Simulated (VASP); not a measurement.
ScAl3, 4 atoms in the cell. The structure is cubic, space group Pm-3m (No. 221). The conventional cell has a = 4.088 Å, b = 4.088 Å, c = 4.088 Å, α = 90.00°, β = 90.00°, γ = 90.00°. Within 3.8 Å of Sc (site symmetry m-3m) lie 12 Al at 2.89 Å. Within 3.8 Å of Al (site symmetry 4/mmm) lie 4 Sc at 2.89 Å and 8 Al at 2.89 Å. 

```yaml
Program: VASP 6.6.1
Task: relaxation of cell and atoms
Functional: PBEsol
Potentials_or_basis: VASP PAW PBE potentials, release 64 (Sc_sv, Al)
Cutoff: 600 eV
k_mesh: 7 × 7 × 7
Occupations: fermi-dirac, width 0.05 eV
Spin: no spin polarisation
Target_pressure: 2 GPa
Dipole_correction: no
Further_INCAR_settings: ALGO = Normal; EDIFF = 1e-06; IBRION = 2; EDIFFG = -0.01; NSW = 60; ISIF = 3
```

Potentials or basis: VASP PAW PBE potentials, release 64 (Sc_sv, Al).

Launch:

```console
$ cat potpaw_PBE.64/Sc_sv/POTCAR potpaw_PBE.64/Al/POTCAR > POTCAR
$ mpirun -np 1 vasp_std > vasp.out
```

Hardware: 1 thread of AMD EPYC 9R45 96-Core Processor (Zen 5), with other jobs on the host.

Q: How long does it take, and how much memory?

A: It took 28 s on 1 thread of AMD EPYC 9R45 96-Core Processor (Zen 5), with other jobs on the host, peak memory 0.19 GiB. Counts: scf iterations 29, k points 20, ion steps 3.
